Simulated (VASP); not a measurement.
A run of VASP 6.6.1 is set up as follows.

INCAR

```
  AGGAC = 1.0
  AGGAX = 1.0
  ALDAC = 0.0
  ALDAX = 1.0
  ALGO = Normal
  EDIFF = 1E-6
  ENCUT = 520
  GGA = B5
  ISIF = 2
  ISMEAR = -1
  ISPIN = 2
  LASPH = T
  LCHARG = F
  LMAXMIX = 4
  LORBIT = 11
  LREAL = F
  LWAVE = F
  MAGMOM = 0.368 0.368 0.373 0.373
  NBANDS = 32
  NELM = 150
  PREC = Accurate
  SIGMA = 0.05
```

KPOINTS

```
k-points
0
Gamma
  14 14 4
```

File POSCAR:

```
Pd
1.0
    2.9437852505      0.0000000000      0.0000000000
   -1.4718926252      2.5493928102      0.0000000000
    0.0000000000      0.0000000000      9.7734134650
Pd
4
Direct
    0.0000000000      0.0000000000      1.0000000000
    0.0000000000      0.0000000000      0.5000000000
    0.3333333333      0.6666666667      0.2500000000
    0.6666666667      0.3333333333      0.7500000000
```

Potentials or basis: VASP PAW PBE potentials, release 64 (Pd).

Launch:

```sh
$ cat potpaw_PBE.64/Pd/POTCAR > POTCAR
$ mpirun -np 1 vasp_std > vasp.out
```

Question: Estimate the pressure.

Answer: -10.6 GPa.

Question: Estimate the net moment.

Answer: 1.58 μB per cell.

Question: Predict the site moments.

Answer: Pd +0.40, +0.41 μB.

Stress tensor (GPa, compression positive):
```
-10.47   0.00   0.00
  0.00 -10.47   0.00
  0.00   0.00 -10.84
```

Caveat: the PAW data sets were made with another functional, which shifts forces and pressure a little.
